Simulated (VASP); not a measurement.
# Si3N4 in VASP: notebook

Si3N4 is run at these levels: PBE; tasks: single point.

Program: VASP 6.6.1. These are calculated values, not measurements. Logs are shortened: lines on timing, memory, paths and dates and some standing lists are left out, and cuts for length are marked.

## Step 1: The cell of the first run

The cell holds a disordered packing, 21 atoms: a = 6.463 Å, b = 6.267 Å, c = 5.985 Å, α = 85.43°, β = 84.83°, γ = 85.47°.

## Step 2: Single point, PBE

INCAR reads:

```
SYSTEM = Si3N4
ALGO = Normal ; EDIFF = 1E-6
ENCUT = 520 ; GGA = PE
GGA_COMPAT = .False. ; ISIF = 2
ISMEAR = -1 ; ISYM = -1
LASPH = .True. ; LCHARG = .False.
LREAL = Auto ; LWAVE = .False.
NBANDS = 64 ; NELM = 120
PREC = Accurate ; SIGMA = 0.3447
```

KPOINTS reads:

```
explicit points
1
Reciprocal
  0.25000000   0.25000000   0.25000000 1
```

POSCAR reads:

```
Si3N4
1.0
    6.4521200000      0.2464290000      0.2758340000
    0.2464290000      6.2576870000      0.2386670000
    0.2758340000      0.2386670000      5.9735200000
Si N
9 12
Direct
    0.9777838951      0.6331256227      0.7040048019
    0.2190453698      1.0012956306      0.7938894681
    0.1027754309      0.4784418376      0.3894249561
    0.4447003787      0.7363725092      0.3977183801
    0.6808741999      0.0949120147      0.6261660428
    0.4911515644      0.6283319564      0.8177054059
    0.9012512862      0.3394868376      0.0290034934
    0.5661977319      0.2035115724      0.0513465960
    0.0179856356      0.0293504891      0.3187522528
    0.1444616817      0.2888359767      0.8724679821
    0.3238018945      0.5273727272      0.2711282396
    0.5732035047      0.0238603535      0.3234565726
    0.1091204216      0.9360799429      0.0938850939
    0.1969399881      0.1592974215      0.5007180385
    0.8983778555      0.9188242698      0.5417001719
    0.6849800678      0.5492677367      0.6117371542
    0.4888608968      0.9419313559      0.8724871788
    0.4667200310      0.4604236557      1.0879029139
    0.7573843695      0.2386699518      0.8767264525
    0.2581671872      0.6940523877      0.6291381482
    0.9085975798      0.6246860436      0.0209097737
```

Potentials or basis: VASP PAW PBE potentials, release 64 (Si, N).

Launch:

```
cat potpaw_PBE.64/Si/POTCAR potpaw_PBE.64/N/POTCAR > POTCAR
mpirun -np 1 vasp_std > vasp.out
```

OUTCAR:

```text
SYSTEM = Si3N4
   EDIFF = 1E-6
   ENCUT = 520
   GGA = PE
   ISIF = 2
   ISMEAR = -1
   ISYM = -1
   LASPH = .True.
   LREAL = Auto
   NELM = 120
   PREC = Accurate

 ion  position               nearest neighbor table
   1  0.978  0.633  0.704-  20 1.89  21 1.91  15 2.02  16 2.13   3 2.24   7 2.61   2 2.99
   2  0.219  0.001  0.794-  17 1.85  13 1.90  10 1.91  14 1.96  20 2.22   6 2.81   1 2.99   5 3.15

   3  0.103  0.478  0.389-  11 1.58  14 2.12   1 2.24  20 2.38   7 2.84   4 2.85   9 2.98
   4  0.445  0.736  0.398-  20 1.77  11 1.82  12 2.04  16 2.29   6 2.59   3 2.85
   5  0.681  0.095  0.626-  15 1.78  19 1.93  17 2.07  12 2.09   8 2.71   9 2.75   2 3.15
   6  0.491  0.628  0.818-  16 1.75  18 1.86  20 1.96  17 2.02   4 2.59   2 2.81   8 2.93
   7  0.901  0.339  0.029-  19 1.56  10 1.78  21 1.79   8 2.38   1 2.61   9 2.61   3 2.84
   8  0.566  0.204  0.051-  19 1.56  18 1.71  12 1.91  17 2.14   7 2.38   5 2.71   6 2.93
   9  0.018  0.029  0.319-  13 1.56  15 1.62  14 1.92   7 2.61   5 2.75   3 2.98
  10  0.144  0.289  0.872-   7 1.78   2 1.91
  11  0.324  0.527  0.271-  18 1.44   3 1.58   4 1.82
  12  0.573  0.024  0.323-   8 1.91   4 2.04   5 2.09
  13  0.109  0.936  0.094-   9 1.56   2 1.90
  14  0.197  0.159  0.501-   9 1.92   2 1.96   3 2.12
  15  0.898  0.919  0.542-   9 1.62   5 1.78   1 2.02
  16  0.685  0.549  0.612-   6 1.75   1 2.13   4 2.29
  17  0.489  0.942  0.872-   2 1.85   6 2.02   5 2.07   8 2.14
  18  0.467  0.460  0.088-  11 1.44   8 1.71   6 1.86
  19  0.757  0.239  0.877-   7 1.56   8 1.56   5 1.93
  20  0.258  0.694  0.629-   4 1.77   1 1.89   6 1.96   2 2.22   3 2.38
  21  0.909  0.625  0.021-   7 1.79   1 1.91

IMPORTANT INFORMATION: All symmetrisations will be switched off!
NOSYMM: (Re-)initialisation of all symmetry stuff for point group C_1.

----------------------------------------------------------------------------------------

                                     Primitive cell

  volume of cell :     240.0090

  direct lattice vectors                    reciprocal lattice vectors
     6.452120000  0.246429000  0.275834000     0.155508572 -0.005859014 -0.006946691
     0.246429000  6.257687000  0.238667000    -0.005859014  0.160268089 -0.006132831
     0.275834000  0.238667000  5.973520000    -0.006946691 -0.006132831  0.167971286

  length of vectors
     6.462713373  6.267083515  5.984645981     0.155773876  0.160492367  0.168226696

  position of ions in fractional coordinates (direct lattice)
     0.977783895  0.633125623  0.704004802
     0.219045370  0.001295631  0.793889468
     0.102775431  0.478441838  0.389424956
     0.444700379  0.736372509  0.397718380
     0.680874200  0.094912015  0.626166043
     0.491151564  0.628331956  0.817705406
[... 78 lines left out ...]
   TEBEG  =    0.0;   TEEND  =   0.0 temperature during run
   PSTRESS=    0.0 pullay stress
   NELECT =      96.0000    total number of electrons
   NUPDOWN=      -1.0000    fix difference up-down
   EMIN   =  10.00;   EMAX   =-10.00  energy-range for DOS
   EFERMI =   0.00;   METHOD = LEGACY
   ISMEAR =    -1;   SIGMA  =   0.34  broadening in eV -4-tet -1-fermi 0-gaus
   EFERMI_NEDOS =   21; number of points for ismear=-14 and -15
   IALGO  =     38    algorithm
   IMIX   =      4    mixing-type and parameters
     AMIX     =   0.40;   BMIX     =  1.00
     AMIX_MAG =   1.60;   BMIX_MAG =  1.00
  volume/ion in A,a.u.               =      11.43        77.13
  Fermi-wavevector in a.u.,A,eV,Ry     =   1.206209  2.279405 19.795678  1.454941
  Thomas-Fermi vector in A             =   2.341883
   LORBIT       =      0    0 simple, 1 ext, 2 COOP (PROOUT), +10 PAW based schemes
   GGA     = PE    functional components
   LHFCALC =     F    Hartree Fock is set to
   AEXX    =    0.0000 exact exchange contribution
   IVDW    =     0    specifies the selected vdW correction
   LEPSILON=     F    determine dielectric tensor
   LRPA    =     F    only Hartree local field effects (RPA)
 non-spin polarized calculation
  energy-cutoff  :      520.00
  volume of cell :      240.01
 maximum number of plane-waves:      6475
 NGX is ok and might be reduce to    48
   NGX = 25   NGY = 23   NGZ = 23

 number of electron      95.9999999 magnetization

 Free energy of the ion-electron system (eV)
  ---------------------------------------------------
  ext. energy  EPLUGINS =         0.00000000
  ---------------------------------------------------
  free energy    TOTEN  =      -141.63207197 eV

  energy without entropy =     -139.64192227  energy(sigma->0) =     -140.63699712

 E-fermi :   6.6439     XC(G=0): -10.6615

 val. band max:        6.3019310151   @ k =   0.2500   0.2500   0.2500
 cond. band min:       6.7953126966   @ k =   0.2500   0.2500   0.2500
 fundamental gap:      0.4933816814
 Fermi energy:         6.6439132563

 k-point     1 :       0.2500    0.2500    0.2500
  band No.  band energies     occupation
      1     -13.4768      2.00000
      2     -11.7144      2.00000
      3     -10.9655      2.00000
      4     -10.1254      2.00000
      5      -9.3567      2.00000
      6      -8.7560      2.00000
[... 52 lines left out ...]
     59      10.6570      0.00002
     60      11.1396      0.00000
 [bands above 60 left out]

------------------------ aborting loop because EDIFF is reached ----------------------------------------

  FORCE on cell =-STRESS in cart. coord.  units (eV):
  Direction    XX          YY          ZZ          XY          YZ          ZX
  --------------------------------------------------------------------------------------
  -------------------------------------------------------------------------------------
  Total       18.0964696    -17.7203743    -14.5217696      6.3789694      8.1406374    -13.6175121
  in kB      120.8027761   -118.2921561    -96.9399073     42.5827372     54.3427318    -90.9035468
  external PRESSURE =     -31.4764291 kB  Pullay stress =       0.0000000 kB

 VOLUME and BASIS-vectors are now :
 -----------------------------------------------------------------------------
  energy-cutoff  :      520.00
  volume of cell :      240.01
      direct lattice vectors                 reciprocal lattice vectors
     6.452120000  0.246429000  0.275834000     0.155508572 -0.005859014 -0.006946691
     0.246429000  6.257687000  0.238667000    -0.005859014  0.160268089 -0.006132831
     0.275834000  0.238667000  5.973520000    -0.006946691 -0.006132831  0.167971286

 POSITION                                       TOTAL-FORCE (eV/Angst)
 -----------------------------------------------------------------------------------
      6.65899      4.37088      4.62620        -1.787516      1.268500      0.603636
      1.63261      0.25156      4.80304        -0.539778      3.104052      1.367579
      0.88844      3.11221      2.46878        -3.743195     -4.591208      0.897262
      3.16043      4.81250      2.67419         1.868723      0.410027     -0.182173
      4.58919      0.91116      3.95088        -0.273162     -1.548482     -0.186301
      3.54936      4.24810      5.17002        -0.015071      0.739163      0.185825
[... 13 lines left out ...]
      2.01030      4.55694      3.99503         1.618678      2.425610      4.040114
      6.02209      4.13799      0.52462        -0.538185     -0.762653     -2.249583
 -----------------------------------------------------------------------------------
    total drift:                                0.006367      0.001456      0.000881

  FREE ENERGIE OF THE ION-ELECTRON SYSTEM (eV)
  ---------------------------------------------------
  free  energy   TOTEN  =      -141.6320719658 eV

  energy  without entropy=     -139.6419222712  energy(sigma->0) =     -140.63699712
```

Run time: 62 s. Hardware: 1 thread of Intel Xeon Platinum 8488C (Sapphire Rapids), shared host; peak memory 0.3 GiB.

What came out:

* Free energy: -141.6321 eV
* Pressure: -3.1 GPa
* Largest force: 9.492 eV/Å

Forces in eV/Å, atoms in the order of the input:
```
Si  -1.788  1.268  0.604
Si  -0.540  3.104  1.368
Si  -3.743 -4.591  0.897
Si   1.869  0.410 -0.182
Si  -0.273 -1.548 -0.186
Si  -0.015  0.739  0.186
Si   7.116  3.475  2.907
Si  -5.463 -5.409  5.568
Si   1.760  4.010  1.688
N    0.208 -1.048 -0.117
N    7.343  2.571 -3.243
N   -1.032 -0.059  0.234
N    1.627 -1.920 -5.099
N   -1.154 -0.604 -1.041
N   -2.153 -2.023  4.584
N   -2.418  1.670 -0.433
N    0.464  0.822 -2.431
N   -1.301  1.257 -0.500
N   -1.587 -3.785 -6.594
N    1.619  2.426  4.040
N   -0.538 -0.763 -2.250
```

Levels at points of the mesh, in eV from the Fermi level:
```csv
k point,band 44,band 45,band 46,band 47,band 48,band 49,band 50,band 51,band 52,band 53
"(0.25, 0.25, 0.25)",-1.40,-1.15,-0.88,-0.58,-0.34,0.15,0.55,1.58,1.88,2.38
```

Caveat: the atoms stand as in a frame of molecular dynamics.

## Step 3: Single point, PBE

INCAR reads:

```
SYSTEM = Si3N4
  ALGO = Normal
  EDIFF = 1E-6
  ENCUT = 520
  GGA = PE
  GGA_COMPAT = .False.
  ISIF = 2
  ISMEAR = -1
  ISYM = -1
  LASPH = .True.
  LCHARG = .False.
  LREAL = Auto
  LWAVE = .False.
  NBANDS = 64
  NELM = 120
  PREC = Accurate
  SIGMA = 0.3447
```

KPOINTS is that of step 2.

POSCAR reads:

```
Si3N4
1.0
    6.4521200000      0.2464290000      0.2758340000
    0.2464290000      6.2576870000      0.2386670000
    0.2758340000      0.2386670000      5.9735200000
Si N
9 12
Direct
    1.0078599773      0.6805409494      0.7491225080
    0.3272475038      1.0023831273      0.5231173978
    0.1385169171      0.4660805849      0.4180175625
    0.6209626206      0.6420092774      0.3032329294
    0.6818488527      0.0931784095      0.6111919425
    0.5527339345      0.5431488998      0.8812970358
    0.9600183037      0.2845900596     -0.0776138599
    0.5984425654      0.1418221728      0.0248615424
    0.0415173582     -0.0497959715      0.3144905778
    0.1418352423      0.4274770183      0.7280910351
    0.2307513093      0.5072630299      0.1585175906
    0.5727839270      0.0585555206      0.3935286812
   -0.0545641321      1.0439524836      0.0550989426
    0.1191386163      0.1819507707      0.4012319159
    0.8901765945      0.9105514148      0.5511231995
    0.5304785335      0.6202489592      0.6059315154
    0.4170643527      1.0452868095      0.8991631407
    0.4480936606      0.4067283975      1.0677627072
    0.7078746935      0.2997661249      0.7917750020
    0.2063671618      0.7836358212      0.6151225592
    0.8567338950      0.5628628447     -0.0259381610
```

Potentials or basis: VASP PAW PBE potentials, release 64 (Si, N).

Launch:

```
cat potpaw_PBE.64/Si/POTCAR potpaw_PBE.64/N/POTCAR > POTCAR
mpirun -np 1 vasp_std > vasp.out
```

OUTCAR:

```text
SYSTEM = Si3N4
   EDIFF = 1E-6
   ENCUT = 520
   GGA = PE
   ISIF = 2
   ISMEAR = -1
   ISYM = -1
   LASPH = .True.
   LREAL = Auto
   NELM = 120
   PREC = Accurate

 ion  position               nearest neighbor table
   1  0.008  0.681  0.749-  20 1.60  21 1.74  10 1.75  15 1.94   3 2.53   7 2.64   9 2.99   2 3.14
                             6 3.14
   2  0.327  0.002  0.523-  20 1.66  12 1.75  14 1.85   9 2.38  17 2.41   5 2.51   3 3.10   4 3.13
[... 244 lines left out ...]
  Total       20.7792453     18.9217792      7.7393387     18.9096571     -1.8436764     -3.9552196
  in kB      138.7116149    126.3121214     51.6638672    126.2312002    -12.3074408    -26.4030236
  external PRESSURE =     105.5625345 kB  Pullay stress =       0.0000000 kB

 VOLUME and BASIS-vectors are now :
 -----------------------------------------------------------------------------
  energy-cutoff  :      520.00
  volume of cell :      240.01
      direct lattice vectors                 reciprocal lattice vectors
     6.452120000  0.246429000  0.275834000     0.155508572 -0.005859014 -0.006946691
     0.246429000  6.257687000  0.238667000    -0.005859014  0.160268089 -0.006132831
     0.275834000  0.238667000  5.973520000    -0.006946691 -0.006132831  0.167971286

 POSITION                                       TOTAL-FORCE (eV/Angst)
 -----------------------------------------------------------------------------------
      0.42505      4.43934      4.63949        -2.535226     -0.297011      1.390183
      2.25632      0.22041      3.21569         0.235086      2.390310      1.264474
      1.12389      3.05049      2.64648        -0.988282     -2.689483      3.021368
      4.24838      4.24289      2.13588         0.074068      0.360448      2.749565
      4.59092      0.89698      3.86128         1.496126      0.036336      4.440693
      3.94325      3.74540      5.54654         6.797417      5.127996     -8.244113
[... 13 lines left out ...]
      1.69429      5.10141      3.91840         4.496098      1.869689     -1.527895
      5.93513      3.96582      6.18923        -2.424409      1.437631      0.482818
 -----------------------------------------------------------------------------------
    total drift:                               -0.002076     -0.002147     -0.003414

  FREE ENERGIE OF THE ION-ELECTRON SYSTEM (eV)
  ---------------------------------------------------
  free  energy   TOTEN  =      -138.9504331750 eV

  energy  without entropy=     -136.9171940522  energy(sigma->0) =     -137.93381361
```

stdout:

```text
POSCAR found type information on POSCAR SiN
 POSCAR found :  2 types and      21 ions
 scaLAPACK will be used
 LDA part: xc-table for (Slater+PW92), standard interpolation
 POSCAR, INCAR and KPOINTS ok, starting setup
 FFT: planning ... GRIDC
 FFT: planning ... GRID_SOFT
 FFT: planning ... GRID
 WAVECAR not read
 entering main loop
```

Wall time 43 s (1 thread of Intel Xeon Platinum 8488C (Sapphire Rapids), shared host); peak memory 0.3 GiB.

Results:

```yaml
Free_energy: -138.9504 eV
Pressure: 10.6 GPa
Largest_force: 11.852 eV/Å
```

Forces in eV/Å, atoms in the order of the input:
```
Si  -2.535 -0.297  1.390
Si   0.235  2.390  1.264
Si  -0.988 -2.689  3.021
Si   0.074  0.360  2.750
Si   1.496  0.036  4.441
Si   6.797  5.128 -8.244
Si   0.868  3.764 -2.356
Si  -0.460 -0.080  3.418
Si  -0.372  0.264 -2.994
N   -0.714 -1.682 -1.375
N    3.156  0.722 -3.134
N   -4.563  0.529 -4.811
N   -1.987 -0.850  0.773
N    2.945 -0.081  1.575
N   -2.864 -2.366  3.987
N    0.104  0.604 -2.412
N   -0.004 -3.390 -3.407
N   -5.983 -3.170  8.415
N    2.721 -2.501 -1.257
N    4.496  1.870 -1.528
N   -2.424  1.438  0.483
```

Stress tensor (GPa, compression positive):
```
13.87 12.62 -2.64
12.62 12.63 -1.23
-2.64 -1.23  5.17
```

Levels at points of the mesh, in eV from the Fermi level:
| k point | band 45 | band 46 | band 47 | band 48 | band 49 | band 50 | band 51 | band 52 |
| --- | --- | --- | --- | --- | --- | --- | --- | --- |
| (0.25, 0.25, 0.25) | -1.23 | -0.78 | -0.57 | -0.27 | 0.12 | 0.60 | 1.10 | 1.74 |

Caveat: the atoms stand as in a frame of molecular dynamics.
